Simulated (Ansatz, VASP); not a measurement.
## Two plane-wave programs on CdSe

```
Se Cd
1.0
     4.29850    0.00000    0.00000
    -2.14925    3.72261    0.00000
     0.00000    0.00000   26.39970
Se Cd
4 4
Direct
  0.66667 0.33333 0.28409
  0.33333 0.66667 0.41696
  0.66667 0.33333 0.54982
  0.33333 0.66667 0.68269
  0.33333 0.66667 0.31731
  0.66667 0.33333 0.45018
  0.33333 0.66667 0.58304
  0.66667 0.33333 0.71591
```

Alike in both runs: functional PBE; k mesh 7 × 7 × 1; occupations fermi-dirac, width 0.05 eV; non-collinear spin, spin-orbit coupling.

|  | VASP | Ansatz |
| --- | --- | --- |
| version | VASP 6.6.1 | Ansatz 0.2.0 |
| potentials or method | VASP PAW PBE potentials, release 64 (Se, Cd) | Ansatz PAW |
| plane-wave cutoff (eV) | 400 | 420 |
| valence electrons in the cell | 72 | 144 |
| task | single point | band structure |

|  | VASP | Ansatz | Ansatz less VASP |
| --- | --- | --- | --- |
| rms of the force components (eV/Å) | 0.297 | 0.296 | -0.0011 |
| net moment per atom (μB) | 0.00 | 0.00 | 0.000 |

The functional is the same, so the differences come from potentials, cutoffs and numerics. VASP's potentials hold 72 valence electrons a cell and Ansatz's 144, so a difference there can come from the potentials and not from the codes.
